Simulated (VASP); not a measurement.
Input of a VASP 6.6.1 run:

INCAR

```
PREC     = Accurate       # precision mode
ENCUT    = 520            # plane-wave cutoff, eV
EDIFF    = 1E-6           # SCF threshold, eV
ISMEAR   = 0              # smearing method
SIGMA    = 0.3            # smearing width, eV
LREAL    = F              # projectors in reciprocal space
LASPH    = T              # aspherical terms in the spheres
NELM     = 80             # most SCF steps
ALGO     = Normal         # electronic algorithm
ISIF     = 2              # what is computed and relaxed
LWAVE    = F              # write WAVECAR
LCHARG   = F              # write CHGCAR
NBANDS   = 16             # bands
```

Contents of KPOINTS:

```
regular mesh
0
Gamma
  5 5 5
```

File POSCAR:

```
Mg3Sc
1.0
    4.5131440000      0.0000000000      0.0000000000
    0.0000000000      4.5131440000      0.0000000000
    0.0000000000      0.0000000000      4.5131440000
Mg Sc
3 1
Direct
    0.5000000000      0.5000000000      0.0000000000
    0.0000000000      0.5000000000      0.5000000000
    0.5000000000      0.0000000000      0.5000000000
    0.0000000000      0.0000000000      0.0000000000
```

Potentials or basis: VASP PAW LDA potentials, release 64 (Mg, Sc_sv).

Run with:

```console
$ cat potpaw_LDA.64/Mg/POTCAR potpaw_LDA.64/Sc_sv/POTCAR > POTCAR
$ mpirun -np 1 vasp_std > vasp.out
```

Estimate the pressure.

-3.0 GPa.

Estimate the band gap on the k mesh.

zero (an odd number of electrons rules out a gap without spin polarisation).

Caveat: so wide a smearing shifts energies and pressures.
